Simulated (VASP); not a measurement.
Wanted: the native input for a VASP 6.6.1 run.

| Property | Result |
| --- | --- |
| Task | single point |
| Functional | PBE |
| Potentials or basis | VASP PAW PBE potentials, release 64 (Si, O) |
| Cutoff | 520 eV |
| k mesh | 9 × 9 × 1 |
| Occupations | gaussian, width 0.05 eV |
| Spin | collinear spin, ferromagnetic start |
| Starting moments | [0.0, 0.0, 0.0, 0.0, 0.0, 0.0, 2.0] μB |
| Dipole correction | yes |
| Further INCAR settings | ALGO = Normal; EDIFF = 1e-07; NBANDS = 28 |

The structure of Si6O lies in POSCAR:

```
Si6O
1.0
    3.8512806261      0.0000000000      0.0000000000
   -1.9256403131      3.3353068593      0.0000000000
    0.0000000000      0.0000000000     22.5327139716
Si O
6 1
Direct
    0.6666666667      0.3333333334      0.1775196723
    0.3333333333      0.6666666667      0.2130730340
    0.3333333333      0.6666666667      0.3187592658
    0.6666666667      0.3333333334      0.3526875901
    0.6666666667      0.3333333334      0.4598337302
    0.3333333333      0.6666666667      0.4896309422
    0.6666666667      0.8333333333      0.5416824284
```

The input as run:

INCAR

```
SYSTEM = Si6O
PREC = Accurate
ENCUT = 520
EDIFF = 1E-7
ISMEAR = 0
SIGMA = 0.05
LREAL = .FALSE.
LASPH = .TRUE.
NELM = 150
ALGO = Normal
ISIF = 2
LWAVE = .FALSE.
LCHARG = .FALSE.
ISPIN = 2
MAGMOM = 0 0 0 0 0 0 2
LORBIT = 11
LDIPOL = .TRUE.
IDIPOL = 3
DIPOL = 0.5 0.5 0.365
GGA = PE
NBANDS = 28
```

KPOINTS

```
regular mesh
0
G
  9 9 1
  0 0 0
```

Potentials or basis: VASP PAW PBE potentials, release 64 (Si, O).

Launch:

```sh
$ cat potpaw_PBE.64/Si/POTCAR potpaw_PBE.64/O/POTCAR > POTCAR
$ mpirun -np 1 vasp_std > vasp.out
```

It gave:

```json
{
  "Largest force": "1.007 eV/Å",
  "Net moment": "-0.67 μB per cell",
  "Site moments": "Si -0.18, -0.01, -0.03, +0.00, -0.00 (each value once); O +0.02 μB",
  "Valence electrons inside the program's atomic spheres": "Si 1.64, 1.67, 1.68 (each value once); O 4.95"
}
```

It took 14 min on 1 thread of Intel(R) Xeon(R) 6975P-C (Granite Rapids), with other jobs on the host, peak memory 0.7 GiB.
